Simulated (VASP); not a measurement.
Crystal: KAlAs3.

```
CELL_PARAMETERS angstrom
4.76421 0.00000 0.00000
0.00000 4.76421 0.00000
0.00000 0.00000 4.76421
ATOMIC_POSITIONS crystal
K 0.00000 0.00000 0.00000
Al 0.50000 0.50000 0.50000
As 0.00000 0.50000 0.50000
As 0.50000 0.00000 0.50000
As 0.50000 0.50000 0.00000
```

```yaml
Program: VASP 6.6.1
Task: relaxation of cell and atoms
Functional: PBE
Potentials_or_basis: VASP PAW PBE potentials, release 64 (K_sv, Al, As)
Cutoff: 600 eV
k_mesh: 4 × 4 × 4
Occupations: gaussian, width 0.1 eV
Spin: no spin polarisation
```

At the start: pressure 9.1 GPa; volume 21.63 Å³/atom.

Task: How do energy, volume and symmetry change on relaxing?

Result: Over 3 steps the energy falls by 87.4 meV/atom and the volume is 25.11 Å³/atom (+16.1 %); space group Pm-3m (No. 221, to 0.05 Å).

Step by step:
```
step  energy change (eV)  largest force (eV/Å)  pressure (GPa)  volume (Å³)
   1              0.0000                0.0000            9.15       108.14
   2             -0.4277                0.0000           -0.97       128.64
   3             -0.4370                0.0000            0.05       125.53
```

Final structure:
```
K Al As
1.0
     5.00701    0.00000    0.00000
     0.00000    5.00701    0.00000
     0.00000    0.00000    5.00701
K Al As
1 1 3
Direct
  0.00000 0.00000 0.00000
  0.50000 0.50000 0.50000
  0.00000 0.50000 0.50000
  0.50000 0.00000 0.50000
  0.50000 0.50000 0.00000
```

Caveat: the volume moved by over 15 % at a fixed basis, so the end points are rough.
